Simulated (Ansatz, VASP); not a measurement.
## AlFe3: VASP beside Ansatz

```
Al Fe
1.0
     0.00000    2.89106    2.89106
     2.89106    0.00000    2.89106
     2.89106    2.89106    0.00000
Al Fe
1 3
Direct
  0.00000 0.00000 0.00000
  0.50000 0.50000 0.50000
  0.25000 0.25000 0.25000
  0.75000 0.75000 0.75000
```

Alike in both runs: task single point; functional r2SCAN; k mesh 12 × 12 × 12; occupations gaussian, width 0.1 eV; collinear spin.

```csv
,VASP,Ansatz
version,VASP 6.6.1,Ansatz 0.2.0
potentials or method,"VASP PAW PBE potentials, release 64 (Al, Fe), cutoff 520 eV","scalar-relativistic, plane waves, PAW"
valence electrons in the cell,27,51
```

Ansatz gave:

```
gap on the k mesh at the Fermi level (eV)                     : none
pressure (GPa)                                                : 0.0
net moment per atom (μB)                                      : 1.84
size of the moment on the site where the two differ most (μB) : 2.63
```

Question: What did VASP give for the same quantities?

Answer: gap on the k mesh at the Fermi level (eV): none; pressure (GPa): -0.4; net moment per atom (μB): 1.84; size of the moment on the site where the two differ most (μB): 2.58.

VASP's potentials were made for PBE, not for r2SCAN. Site moments also hang on the region over which each program counts them. A gap of «none» marks a metal or a gap that the smearing closes. The functional is the same, so the differences come from potentials, cutoffs and numerics. VASP's potentials hold 27 valence electrons a cell and Ansatz's 51, so a difference there can come from the potentials and not from the codes. Ansatz's warnings: stability check not made.
